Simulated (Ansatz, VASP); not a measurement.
**Two plane-wave programs on SiNi2**

```
Si Ni
1.0
     4.98809    0.00000    0.00000
     0.00000    3.74483    0.00000
     0.00000    0.00000    7.07624
Si Ni
4 8
Cartesian
  1.4427 0.9362 4.3406
  3.5454 2.8086 2.7357
  3.9367 0.9362 6.2738
  1.0514 2.8086 0.8025
  2.2940 0.9362 2.0804
  2.6941 2.8086 4.9958
  4.7880 0.9362 1.4577
  0.2001 2.8086 5.6186
  1.6386 0.9362 6.6478
  3.3494 2.8086 0.4284
  4.1327 0.9362 3.9666
  0.8554 2.8086 3.1097
```

Alike in both runs: functional PBE; k mesh 4 × 6 × 4; occupations gaussian, width 0.1 eV; no spin polarisation.

Ansatz relaxed the structure, and its values are those at the end. VASP's run is a single point on that final structure, the one shown.

```csv
,VASP,Ansatz
version,VASP 6.6.1,Ansatz 0.2.0
potentials or method,"VASP PAW PBE potentials, release 64 (Si, Ni), cutoff 520 eV","scalar-relativistic, plane waves, PAW"
valence electrons in the cell,96,160
```

VASP gave:

```
gap on the k mesh at the Fermi level (eV) : none
pressure (GPa)                            : 0.3
rms of the force components (eV/Å)        : 0.005
```

Q: Which values does Ansatz return?

A: gap on the k mesh at the Fermi level (eV): none; pressure (GPa): 0.2; rms of the force components (eV/Å): 0.006.

A gap of «none» marks a metal or a gap that the smearing closes. With one functional, cell and mesh, what is left measures potentials, basis and numerics. VASP's potentials hold 96 valence electrons a cell and Ansatz's 160, so a difference there can come from the potentials and not from the codes.
